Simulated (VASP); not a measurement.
Write the native input for VASP 6.6.1 that does the following.

| Quantity | Value |
| --- | --- |
| Task | single point |
| Functional | PBE |
| Potentials or basis | VASP PAW PBE potentials, release 64 (Li_sv, Ag) |
| Cutoff | 520 eV |
| k mesh | 4 × 4 × 4 |
| Occupations | gaussian, width 0.1 eV |
| Spin | no spin polarisation |
| Dipole correction | no |
| Further INCAR settings | ALGO = Fast; EDIFF = 1e-06; NBANDS = 32 |

The structure of LiAg4 lies in POSCAR:

```
LiAg4
1.0
    4.6124238000      0.0000000000      0.0000000000
    0.0000000000      4.6124238000      0.0000000000
    0.0000000000      0.0000000000      4.6124238000
Li Ag
1 4
Direct
    0.0000000000      0.0000000000      0.0000000000
    0.0000000000      0.5000000000      0.5000000000
    0.5000000000      0.0000000000      0.5000000000
    0.5000000000      0.5000000000      0.0000000000
    0.5000000000      0.5000000000      0.5000000000
```

The input as run:

INCAR

```
SYSTEM = LiAg4
PREC     = Accurate       ! precision mode
ENCUT    = 520            ! plane-wave cutoff, eV
EDIFF    = 1E-6           ! SCF threshold, eV
ISMEAR   = 0              ! smearing method
SIGMA    = 0.1            ! smearing width, eV
LREAL    = .False.        ! projectors in reciprocal space
LASPH    = .True.         ! aspherical terms in the spheres
NELM     = 100            ! most SCF steps
ALGO     = Fast           ! electronic algorithm
ISIF     = 2              ! what is computed and relaxed
LWAVE    = .False.        ! write WAVECAR
LCHARG   = .True.         ! write CHGCAR
GGA      = PE             ! functional
LELF     = .True.         ! ELF
LVHAR    = .True.       
NBANDS   = 32             ! bands
```

KPOINTS

```
Automatic mesh
0
Gamma
  4 4 4
  0 0 0
```

Potentials or basis: VASP PAW PBE potentials, release 64 (Li_sv, Ag).

Command:

```console
$ cat potpaw_PBE.64/Li_sv/POTCAR potpaw_PBE.64/Ag/POTCAR > POTCAR
$ mpirun -np 1 vasp_std > vasp.out
```

Run time: 77 s on 1 thread of AMD EPYC 7R43 64-Core Processor (Zen 3) (shared host), peak memory 0.17 GiB.
